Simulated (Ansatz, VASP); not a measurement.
**Two plane-wave programs on Au**

File INCAR:

```
ALGO     = Normal         # electronic algorithm
EDIFF    = 1E-6           # SCF threshold, eV
ENCUT    = 520            # plane-wave cutoff, eV
GGA      = PE             # functional
ISIF     = 2              # what is computed and relaxed
ISMEAR   = -1             # smearing method
LASPH    = T              # aspherical terms in the spheres
LCHARG   = T              # write CHGCAR
LELF     = T              # ELF
LREAL    = F              # projectors in reciprocal space
LVHAR    = T            
LWAVE    = F              # write WAVECAR
NBANDS   = 24             # bands
NELM     = 60             # most SCF steps
PREC     = Accurate       # precision mode
SIGMA    = 0.1            # smearing width, eV
```

KPOINTS

```
k-points
0
Gamma
  9 9 13
```

File POSCAR:

```
Au
1.0
    4.8629280672      0.0000000000      0.0000000000
   -2.4314640336      4.2114192430      0.0000000000
    0.0000000000      0.0000000000      2.9052217204
Au
3
Direct
    1.0000000000      1.0000000000      0.0000000000
    0.3333333333      0.6666666667      0.5000000000
    0.6666666667      0.3333333333      0.5000000000
```

Input for Ansatz:

```yaml
crystal:
  lattice:
    - [4.8629280672, 0.0, 0.0]
    - [-2.4314640336, 4.211419243, 0.0]
    - [0.0, 0.0, 2.9052217204]
  atoms:
    - { symbol: Au, position: [1.0, 1.0, 0.0] }
    - { symbol: Au, position: [0.3333333333, 0.6666666667, 0.5] }
    - { symbol: Au, position: [0.6666666667, 0.3333333333, 0.5] }
hamiltonian:
  xc: pbe
  pseudopotentials:
    kind: paw
    azcp:
      Au: "pseudopotentials/Au.paw.azcp"
basis:
  ecutwfc: 420
  fft_grid_basis: typed
kpoints:
  mp_grid: { grid: [9, 9, 13], shift: [0, 0, 0] }
magnetization:
  spin_polarized: false
scf:
  occupations: { method: fermi_dirac, width: 0.1 }
  lower_state_search: "off"
output:
  stress: true
```

Alike in both runs: task single point; functional PBE; k mesh 9 × 9 × 13; occupations fermi-dirac, width 0.1 eV; no spin polarisation.

|  | VASP | Ansatz |
| --- | --- | --- |
| version | VASP 6.6.1 | Ansatz 0.2.0 |
| potentials or method | VASP PAW PBE potentials, release 64 (Au), cutoff 520 eV | plane waves (420 eV) with PAW, scalar-relativistic |
| valence electrons in the cell | 33 | 57 |

|  | VASP | Ansatz | Ansatz less VASP |
| --- | --- | --- | --- |
| pressure (GPa) | -8.2 | -8.1 | +0.14 |
| traceless stress, the component that is largest in VASP (GPa) | -0.32 | -0.32 | -0.006 |

With one functional, cell and mesh, what is left measures potentials, basis and numerics. VASP's potentials hold 33 valence electrons a cell and Ansatz's 57, so a difference there can come from the potentials and not from the codes.

Spin-orbit coupling is off throughout.
